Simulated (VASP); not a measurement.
## SiO2: single point with LDA

The system is SiO2.

```xyz
6
Lattice="4.3363 0.0000 0.0000 0.0000 4.3363 0.0000 0.0000 0.0000 2.6781" Properties=species:S:1:pos:R:3 pbc="T T T"
Si    2.1682    2.1682    1.3391
Si    0.0000    0.0000    0.0000
O     3.0112    3.0112    0.0000
O     0.8431    3.4932    1.3391
O     1.3251    1.3251    0.0000
O     3.4932    0.8431    1.3391
```

This cell differs from its parent crystal: volume 8.393 Å^3 an atom, c/a of the conventional cell 0.6176.

```json
{"Program": "VASP 6.6.1", "Task": "single point", "Functional": "LDA", "Potentials or basis": "VASP PAW LDA potentials, release 64 (Si, O)", "Cutoff": "520 eV", "k mesh": "6 × 6 × 10", "Occupations": "gaussian, width 0.05 eV", "Spin": "no spin polarisation"}
```

* Pressure: -23.1 GPa
* Largest force: 0.821 eV/Å
* Band gap on the k mesh: 4.33 eV, direct

Forces on the atoms (eV/Å):
```
Si   0.000  0.000  0.000
Si   0.000  0.000  0.000
O   -0.581 -0.581  0.000
O   -0.581  0.581  0.000
O    0.581  0.581  0.000
O    0.581 -0.581  0.000
```

Stress tensor (GPa, compression positive):
```
-26.61   0.00   0.00
  0.00 -26.61   0.00
  0.00   0.00 -16.19
```

Levels at points of the mesh, in eV from the valence-band top:
| k point | band 13 | band 14 | band 15 | band 16 | band 17 | band 18 | band 19 | band 20 |
| --- | --- | --- | --- | --- | --- | --- | --- | --- |
| (0.00, 0.00, 0.00) | -2.31 | -0.89 | -0.89 | 0.00 | 4.33 | 6.63 | 8.06 | 8.06 |
| (0.50, 0.00, 0.00) | -2.42 | -2.42 | -1.04 | -1.04 | 6.77 | 6.77 | 8.71 | 8.71 |
| (0.50, 0.50, 0.00) | -2.49 | -2.49 | -2.16 | -2.16 | 6.61 | 6.61 | 9.49 | 9.49 |
| (0.00, 0.00, 0.50) | -2.71 | -2.71 | -2.45 | -2.45 | 7.78 | 7.78 | 11.35 | 11.35 |
| (0.50, 0.00, 0.50) | -2.19 | -2.19 | -1.61 | -1.61 | 7.63 | 7.63 | 8.57 | 8.57 |
| (0.50, 0.50, 0.50) | -1.71 | -1.71 | -1.42 | -1.42 | 5.97 | 5.97 | 10.05 | 10.05 |

Run time: 81 s on 1 thread of AMD EPYC 7R13 Processor (Zen 3), with other jobs on the host, peak memory 0.14 GiB.

 A k mesh can miss the band edges.
